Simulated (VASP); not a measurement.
A run of VASP 6.6.1 is set up as follows.

Contents of INCAR:

```
PREC = Accurate
ENCUT = 500
EDIFF = 1E-6
ISMEAR = 0
SIGMA = 0.1
LREAL = F
LASPH = T
NELM = 120
ALGO = Normal
ISIF = 2
LWAVE = F
LCHARG = F
GGA = PE
NBANDS = 10
GGA_COMPAT = F
```

The input KPOINTS:

```
regular mesh
0
Gamma
  9 9 16
```

The input POSCAR:

```
Al
1.0
    3.8926812053      0.0000000000      0.0137613515
    0.0000000000      3.8927055297      0.0000000000
   -1.9388675173      0.0000000000      2.1205852267
Al
2
Direct
    0.0000000000      0.0000000000      0.0000000000
    0.5000000000      0.5000000000      0.0000000000
```

Potentials or basis: VASP PAW PBE potentials, release 64 (Al).

Command:

```console
$ cat potpaw_PBE.64/Al/POTCAR > POTCAR
$ mpirun -np 1 vasp_std > vasp.out
```

Q: Estimate the pressure.

A: 2.5 GPa.

Q: Estimate the band gap on the k mesh.

A: Zero (bands 3 and 4 overlap by 10.40 eV).

Stress tensor (GPa, compression positive):
```
 3.53  0.00  0.02
 0.00  3.96  0.00
 0.02  0.00 -0.02
```
